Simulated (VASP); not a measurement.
# C (P4/mmm) in VASP: further runs

Aim: see how the results for C move with the level of theory and the settings. Levels: RPBE, revPBE, BLYP, PBE+D3(BJ). Tasks: single point.

Program: VASP 6.6.1. These are calculated values, not measurements. Logs are shortened: lines on timing, memory, paths and dates and some standing lists are left out, and cuts for length are marked.

### Step 1. The cell of the first run

Symmetry: P4/mmm, No. 123, tetragonal system. The conventional cell has a = 4.255 Å, b = 4.255 Å, c = 1.282 Å, α = 90.00°, β = 90.00°, γ = 90.00°. Within 1.7 Å of C (site symmetry 4/mmm) lie 2 C at 1.28 Å.

### Step 2. Single point, RPBE

INCAR

```
SYSTEM = C
  ALGO = Normal
  EDIFF = 1E-6
  ENCUT = 520
  GGA = RP
  ISIF = 2
  ISMEAR = -1
  LASPH = .True.
  LCHARG = .True.
  LELF = .True.
  LREAL = .False.
  LVHAR = .True.
  LWAVE = .False.
  NBANDS = 8
  NELM = 80
  PREC = Accurate
  SIGMA = 0.05
```

KPOINTS

```
k-points
0
Gamma
  4 4 11
  0 0 0
```

POSCAR

```
C
1.0
    4.2551700000      0.0000000000      0.0000000000
    0.0000000000      4.2551700000      0.0000000000
    0.0000000000      0.0000000000      1.2822900000
C
1
Direct
    0.5000000000      0.5000000000      0.5000000000
```

Potentials or basis: VASP PAW PBE potentials, release 64 (C).

The run is started by

```sh
cat potpaw_PBE.64/C/POTCAR > POTCAR
mpirun -np 1 vasp_std > vasp.out
```

OUTCAR:

```text
SYSTEM = C
   EDIFF = 1E-6
   ENCUT = 520
   GGA = RP
   ISIF = 2
   ISMEAR = -1
   LASPH = .True.
   LREAL = .False.
   NELM = 80
   PREC = Accurate

 ion  position               nearest neighbor table
   1  0.500  0.500  0.500-

  LATTYP: Found a simple tetragonal cell.
 ALAT       =     4.2551700000
 C/A-ratio  =     0.3013487123

  Lattice vectors:

 A1 = (   4.2551700000,   0.0000000000,   0.0000000000)
 A2 = (   0.0000000000,   4.2551700000,   0.0000000000)
 A3 = (   0.0000000000,   0.0000000000,   1.2822900000)

Analysis of symmetry for initial positions (statically):
=====================================================================
 Subroutine PRICEL returns:
 Original cell was already a primitive cell.

 Routine SETGRP: Setting up the symmetry group for a
 simple tetragonal supercell.

 Subroutine GETGRP returns: Found 16 space group operations
 (whereof 16 operations were pure point group operations)
 out of a pool of 16 trial point group operations.

The static configuration has the point symmetry D_4h.

Analysis of symmetry for dynamics (positions and initial velocities):
=====================================================================
 Subroutine PRICEL returns:
 Original cell was already a primitive cell.

 Routine SETGRP: Setting up the symmetry group for a
 simple tetragonal supercell.

 Subroutine GETGRP returns: Found 16 space group operations
 (whereof 16 operations were pure point group operations)
 out of a pool of 16 trial point group operations.

The dynamic configuration has the point symmetry D_4h.

 Subroutine INISYM returns: Found 16 space group operations
 (whereof 16 operations are pure point group operations),
 and found     1 'primitive' translations

----------------------------------------------------------------------------------------

                                     Primitive cell

  volume of cell :      23.2177

  direct lattice vectors                    reciprocal lattice vectors
     4.255170000  0.000000000  0.000000000     0.235008237  0.000000000  0.000000000
     0.000000000  4.255170000  0.000000000     0.000000000  0.235008237  0.000000000
     0.000000000  0.000000000  1.282290000     0.000000000  0.000000000  0.779854791

  length of vectors
     4.255170000  4.255170000  1.282290000     0.235008237  0.235008237  0.779854791

  position of ions in fractional coordinates (direct lattice)
     0.500000000  0.500000000  0.500000000

  ion indices of the primitive-cell ions
   primitive index   ion index
                 1           1

----------------------------------------------------------------------------------------

 KPOINTS: k-points

Automatic generation of k-mesh.
 Grid dimensions read from file:
 generate k-points for:    4    4   11

 Generating k-lattice:

  Cartesian coordinates                     Fractional coordinates (reciprocal lattice)
     0.058752059  0.000000000  0.000000000     0.250000000  0.000000000  0.000000000
     0.000000000  0.058752059  0.000000000     0.000000000  0.250000000  0.000000000
     0.000000000  0.000000000  0.070895890     0.000000000  0.000000000  0.090909091

  Length of vectors
     0.058752059  0.058752059  0.070895890

  Shift w.r.t. Gamma in fractional coordinates (k-lattice)
     0.000000000  0.000000000  0.000000000

 Subroutine IBZKPT returns following result:
 ===========================================

 Found     36 irreducible k-points:

 Following reciprocal coordinates:
            Coordinates               Weight
  0.000000  0.000000  0.000000      1.000000
  0.250000  0.000000  0.000000      4.000000
  0.500000  0.000000  0.000000      2.000000
  0.250000  0.250000  0.000000      4.000000
  0.500000  0.250000  0.000000      4.000000
  0.500000  0.500000  0.000000      1.000000
[... 16 lines left out ...]
  0.500000  0.250000  0.272727      8.000000
  0.500000  0.500000  0.272727      2.000000
 [... further k-points ...]
   k-points           NKPTS =     36   k-points in BZ     NKDIM =     36   number of bands    NBANDS=      8
   number of dos      NEDOS =    301   number of ions     NIONS =      1
   total plane-waves  NPLWV =  10240
   dimension x,y,z NGX =    32 NGY =   32 NGZ =   10
   dimension x,y,z NGXF=    64 NGYF=   64 NGZF=   20
   ions per type =               1
   NGX,Y,Z   is equivalent  to a cutoff of  12.50, 12.50, 12.96 a.u.
   NGXF,Y,Z  is equivalent  to a cutoff of  25.00, 25.00, 25.93 a.u.
 SYSTEM =  C
   PREC   = accura    normal or accurate (medium, high low for compatibility)
   ISTART =      0    job   : 0-new  1-cont  2-samecut
   ICHARG =      2    charge: 1-file 2-atom 10-const
   ISPIN  =      1    spin polarized calculation?
   LNONCOLLINEAR =      F non collinear calculations
   LSORBIT =      F    spin-orbit coupling
   LASPH  =      T    aspherical Exc in radial PAW
   ENCUT  =  520.0 eV  38.22 Ry    6.18 a.u.   7.91  7.91  2.38*2*pi/ulx,y,z
   NELM   =     80;   NELMIN=  2; NELMDL= -5     # of ELM steps
   EDIFF  = 0.1E-05   stopping-criterion for ELM
   LREAL  =      F    real-space projection
   EDIFFG = 0.1E-04   stopping-criterion for IOM
   NSW    =      0    number of steps for IOM
   IBRION =     -1    ionic relax: 0-MD 1-quasi-New 2-CG
   NFREE  =      0    steps in history (QN), initial steepest desc. (CG)
   ISIF   =      2    stress and relaxation
   ISYM   =      2    0-nonsym 1-usesym 2-fastsym
   POTIM  = 0.5000    time-step for ionic-motion
   TEBEG  =    0.0;   TEEND  =   0.0 temperature during run
   PSTRESS=    0.0 pullay stress
   NELECT =       4.0000    total number of electrons
   NUPDOWN=      -1.0000    fix difference up-down
   EMIN   =  10.00;   EMAX   =-10.00  energy-range for DOS
   EFERMI =   0.00;   METHOD = LEGACY
   ISMEAR =    -1;   SIGMA  =   0.05  broadening in eV -4-tet -1-fermi 0-gaus
   EFERMI_NEDOS =   21; number of points for ismear=-14 and -15
   IALGO  =     38    algorithm
   IMIX   =      4    mixing-type and parameters
     AMIX     =   0.40;   BMIX     =  1.00
     AMIX_MAG =   1.60;   BMIX_MAG =  1.00
  volume/ion in A,a.u.               =      23.22       156.68
  Fermi-wavevector in a.u.,A,eV,Ry     =   0.910937  1.721420 11.290188  0.829805
  Thomas-Fermi vector in A             =   2.035157
   LORBIT       =      0    0 simple, 1 ext, 2 COOP (PROOUT), +10 PAW based schemes
   GGA     = RP    functional components
   LHFCALC =     F    Hartree Fock is set to
   AEXX    =    0.0000 exact exchange contribution
   IVDW    =     0    specifies the selected vdW correction
   LEPSILON=     F    determine dielectric tensor
   LRPA    =     F    only Hartree local field effects (RPA)
 non-spin polarized calculation
  energy-cutoff  :      520.00
  volume of cell :       23.22
 maximum number of plane-waves:       656
 NGX is ok and might be reduce to    32
   NGX = 15   NGY = 15   NGZ =  5

 number of electron       4.0000000 magnetization

 Free energy of the ion-electron system (eV)
  ---------------------------------------------------
  ext. energy  EPLUGINS =         0.00000000
  ---------------------------------------------------
  free energy    TOTEN  =        -7.81024948 eV

  energy without entropy =       -7.79829760  energy(sigma->0) =       -7.80427354

 E-fermi :  -0.7690     XC(G=0):  -5.8344

 val. band max:       -0.7953264868   @ k =   0.5000   0.5000   0.2727
 cond. band min:      -0.6922582073   @ k =   0.2500   0.0000   0.2727
 fundamental gap:      0.1030682794
 Fermi energy:        -0.7689606658

 k-point     1 :       0.0000    0.0000    0.0000
  band No.  band energies     occupation
      1     -18.0471      2.00000
      2      -6.8005      2.00000
      3      -6.8005      2.00000
      4       2.1584      0.00000
      5       6.6723      0.00000
      6      11.0987      0.00000
      7      11.0987      0.00000
      8      12.1818      0.00000

 k-point     2 :       0.2500    0.0000    0.0000
  band No.  band energies     occupation
      1     -18.0299      2.00000
      2      -6.9997      2.00000
      3      -6.7821      2.00000
      4       2.9006      0.00000
      5       6.4062      0.00000
      6       9.4899      0.00000
      7      10.1535      0.00000
      8      14.5079      0.00000

 k-point     3 :       0.5000    0.0000    0.0000
  band No.  band energies     occupation
      1     -18.0126      2.00000
      2      -7.1862      2.00000
      3      -6.7637      2.00000
      4       4.5501      0.00000
      5       4.7480      0.00000
      6       8.7561      0.00000
      7      11.8366      0.00000
      8      12.7617      0.00000

 k-point     4 :       0.2500    0.2500    0.0000
  band No.  band energies     occupation
      1     -18.0132      2.00000
      2      -6.9832      2.00000
      3      -6.9617      2.00000
      4       3.5062      0.00000
      5       6.8945      0.00000
      6       7.2159      0.00000
      7      12.9534      0.00000
      8      13.1840      0.00000

 k-point     5 :       0.5000    0.2500    0.0000
  band No.  band energies     occupation
      1     -17.9963      2.00000
      2      -7.1514      2.00000
      3      -6.9448      2.00000
      4       4.3745      0.00000
      5       5.7591      0.00000
      6       7.7615      0.00000
      7      12.4792      0.00000
      8      14.3168      0.00000

 k-point     6 :       0.5000    0.5000    0.0000
  band No.  band energies     occupation
      1     -17.9800      2.00000
      2      -7.1160      2.00000
      3      -7.1160      2.00000
      4       4.1701      0.00000
      5       7.2775      0.00000
      6       7.2775      0.00000
      7      11.0640      0.00000
      8      14.3666      0.00000

 k-point     7 :       0.0000    0.0000    0.0909
  band No.  band energies     occupation
      1     -17.6170      2.00000
      2      -6.0896      2.00000
      3      -6.0896      2.00000
      4       2.8271      0.00000
      5       7.4282      0.00000
      6      11.8386      0.00000
      7      11.8386      0.00000
      8      12.9374      0.00000

 k-point     8 :       0.2500    0.0000    0.0909
  band No.  band energies     occupation
      1     -17.6009      2.00000
      2      -6.2867      2.00000
      3      -6.0715      2.00000
      4       3.5773      0.00000
      5       7.1434      0.00000
      6      10.2430      0.00000
      7      10.8434      0.00000
      8      15.2394      0.00000

 k-point     9 :       0.5000    0.0000    0.0909
  band No.  band energies     occupation
      1     -17.5848      2.00000
      2      -6.4710      2.00000
      3      -6.0533      2.00000
      4       5.2905      0.00000
      5       5.4014      0.00000
      6       9.5119      0.00000
      7      12.5842      0.00000
      8      13.3840      0.00000

 k-point    10 :       0.2500    0.2500    0.0909
  band No.  band energies     occupation
      1     -17.5853      2.00000
      2      -6.2705      2.00000
      3      -6.2491      2.00000
      4       4.2011      0.00000
      5       7.6384      0.00000
      6       7.9168      0.00000
      7      13.6990      0.00000
      8      13.7914      0.00000
[... 78 lines left out ...]
 k-point    18 :       0.5000    0.5000    0.1818
  band No.  band energies     occupation
      1     -16.3307      2.00000
      2      -4.2741      2.00000
      3      -4.2741      2.00000
      4       7.1940      0.00000
      5      10.1950      0.00000
      6      10.1950      0.00000
      7      12.2801      0.00000
      8      17.3876      0.00000

 k-point    19 :       0.0000    0.0000    0.2727
  band No.  band energies     occupation
      1     -14.5230      2.00000
      2      -0.5174      0.01297
      3      -0.5174      0.01297
      4       7.6608      0.00000
      5      13.4748      0.00000
      6      15.4905      0.00000
      7      17.6823      0.00000
      8      17.6823      0.00000

 k-point    20 :       0.2500    0.0000    0.2727
  band No.  band energies     occupation
      1     -14.5146      2.00000
      2      -0.6923      0.35480
      3      -0.5015      0.00945
      4       8.3924      0.00000
      5      12.8100      0.00000
      6      14.9791      0.00000
      7      16.2539      0.00000
      8      18.6830      0.00000

 k-point    21 :       0.5000    0.0000    0.2727
  band No.  band energies     occupation
      1     -14.5063      2.00000
      2      -0.8553      1.69777
      3      -0.4854      0.00687
      4       9.6543      0.00000
      5      11.1625      0.00000
      6      15.5581      0.00000
      7      15.8704      0.00000
      8      18.5276      0.00000

 k-point    22 :       0.2500    0.2500    0.2727
  band No.  band energies     occupation
      1     -14.5065      2.00000
      2      -0.6786      0.28195
      3      -0.6589      0.19926
      4       9.1128      0.00000
      5      12.7999      0.00000
      6      13.5433      0.00000
      7      16.3064      0.00000
      8      19.6134      0.00000

 k-point    23 :       0.5000    0.2500    0.2727
  band No.  band energies     occupation
      1     -14.4982      2.00000
      2      -0.8255      1.51215
      3      -0.6450      0.15472
      4      10.5333      0.00000
      5      11.0807      0.00000
      6      14.3873      0.00000
      7      15.1390      0.00000
      8      21.0959      0.00000

 k-point    24 :       0.5000    0.5000    0.2727
  band No.  band energies     occupation
      1     -14.4901      2.00000
      2      -0.7953      1.25771
      3      -0.7953      1.25771
      4      10.9737      0.00000
      5      11.9797      0.00000
      6      13.7806      0.00000
      7      13.7806      0.00000
      8      21.1628      0.00000

 [... further k-points ...]
[... 5 lines left out ...]
  --------------------------------------------------------------------------------------
  -------------------------------------------------------------------------------------
  Total       -0.0476606     -0.0476606      0.7825293      0.0000000      0.0000000      0.0000000
  in kB       -3.2888950     -3.2888950     53.9996703      0.0000000      0.0000000      0.0000000
  external PRESSURE =      15.8072934 kB  Pullay stress =       0.0000000 kB

 VOLUME and BASIS-vectors are now :
 -----------------------------------------------------------------------------
  energy-cutoff  :      520.00
  volume of cell :       23.22
      direct lattice vectors                 reciprocal lattice vectors
     4.255170000  0.000000000  0.000000000     0.235008237  0.000000000  0.000000000
     0.000000000  4.255170000  0.000000000     0.000000000  0.235008237  0.000000000
     0.000000000  0.000000000  1.282290000     0.000000000  0.000000000  0.779854791

 POSITION                                       TOTAL-FORCE (eV/Angst)
 -----------------------------------------------------------------------------------
      2.12758      2.12758      0.64114         0.000000      0.000000      0.000000
 -----------------------------------------------------------------------------------
    total drift:                                0.000000     -0.000000      0.000000

  FREE ENERGIE OF THE ION-ELECTRON SYSTEM (eV)
  ---------------------------------------------------
  free  energy   TOTEN  =        -7.8102494797 eV

  energy  without entropy=       -7.7982975950  energy(sigma->0) =       -7.80427354
```

Wall time 2.7 s (1 thread of Intel Xeon 6975P-C (Granite Rapids), shared host); peak memory 0.12 GiB.

Results:

```
Free energy            : -7.8102 eV
Pressure               : 1.6 GPa
Band gap on the k mesh : zero (band 2 reaches 7.24 eV, above the bottom of band 3 at -7.12 eV)
```

Caveat: the k points lie up to 0.45 Å⁻¹ apart; the PAW data sets were made with another functional, which shifts forces and pressure a little.

### Step 3. Single point, revPBE

INCAR

```
PREC = Accurate
ENCUT = 520
EDIFF = 1E-7
ISMEAR = -1
SIGMA = 0.05
LREAL = F
LASPH = T
NELM = 60
ALGO = Normal
ISIF = 2
LWAVE = F
LCHARG = T
GGA = RE
LELF = T
LVHAR = T
NBANDS = 8
```

KPOINTS

```
regular mesh
0
Gamma
  4 4 11
```

POSCAR is that of step 2.

Potentials or basis: VASP PAW PBE potentials, release 64 (C).

The run is started by

```sh
cat potpaw_PBE.64/C/POTCAR > POTCAR
mpirun -np 1 vasp_std > vasp.out
```

OUTCAR:

```text
PREC = Accurate
   ENCUT = 520
   EDIFF = 1E-7
   ISMEAR = -1
   LREAL = F
   LASPH = T
   NELM = 60
   ISIF = 2
   GGA = RE

 ion  position               nearest neighbor table
   1  0.500  0.500  0.500-

  LATTYP: Found a simple tetragonal cell.
 ALAT       =     4.2551700000
 C/A-ratio  =     0.3013487123

  Lattice vectors:

 A1 = (   4.2551700000,   0.0000000000,   0.0000000000)
 A2 = (   0.0000000000,   4.2551700000,   0.0000000000)
 A3 = (   0.0000000000,   0.0000000000,   1.2822900000)

[... 433 lines left out ...]
  band No.  band energies     occupation
      1     -14.4807      2.00000
      2      -0.8006      1.26004
      3      -0.8006      1.26004
      4      11.2676      0.00000
      5      11.9575      0.00000
      6      13.8991      0.00000
      7      13.8991      0.00000
      8      21.1370      0.00000

 [... further k-points ...]
[... 5 lines left out ...]
  --------------------------------------------------------------------------------------
  -------------------------------------------------------------------------------------
  Total       -0.0357296     -0.0357296      0.6823341      0.0000000      0.0000000      0.0000000
  in kB       -2.4655802     -2.4655802     47.0855409      0.0000000      0.0000000      0.0000000
  external PRESSURE =      14.0514602 kB  Pullay stress =       0.0000000 kB

 VOLUME and BASIS-vectors are now :
 -----------------------------------------------------------------------------
  energy-cutoff  :      520.00
  volume of cell :       23.22
      direct lattice vectors                 reciprocal lattice vectors
     4.255170000  0.000000000  0.000000000     0.235008237  0.000000000  0.000000000
     0.000000000  4.255170000  0.000000000     0.000000000  0.235008237  0.000000000
     0.000000000  0.000000000  1.282290000     0.000000000  0.000000000  0.779854791

 POSITION                                       TOTAL-FORCE (eV/Angst)
 -----------------------------------------------------------------------------------
      2.12758      2.12758      0.64114         0.000000      0.000000      0.000000
 -----------------------------------------------------------------------------------
    total drift:                                0.000000     -0.000000      0.000000

  FREE ENERGIE OF THE ION-ELECTRON SYSTEM (eV)
  ---------------------------------------------------
  free  energy   TOTEN  =        -7.8496097254 eV

  energy  without entropy=       -7.8375250111  energy(sigma->0) =       -7.84356737
```

It took 2.8 s on 1 thread of Intel Xeon 6975P-C (Granite Rapids), shared host; peak memory 0.12 GiB.

What came out:

```
Free energy            : -7.8496 eV
Pressure               : 1.4 GPa
Band gap on the k mesh : zero (band 2 reaches 7.25 eV, above the bottom of band 3 at -7.12 eV)
```

Stress tensor (GPa, compression positive):
```
-0.25  0.00  0.00
 0.00 -0.25  0.00
 0.00  0.00  4.71
```

Caveat: the k points lie up to 0.45 Å⁻¹ apart; the PAW data sets were made with another functional, which shifts forces and pressure a little.

[end of part 1 of 2]
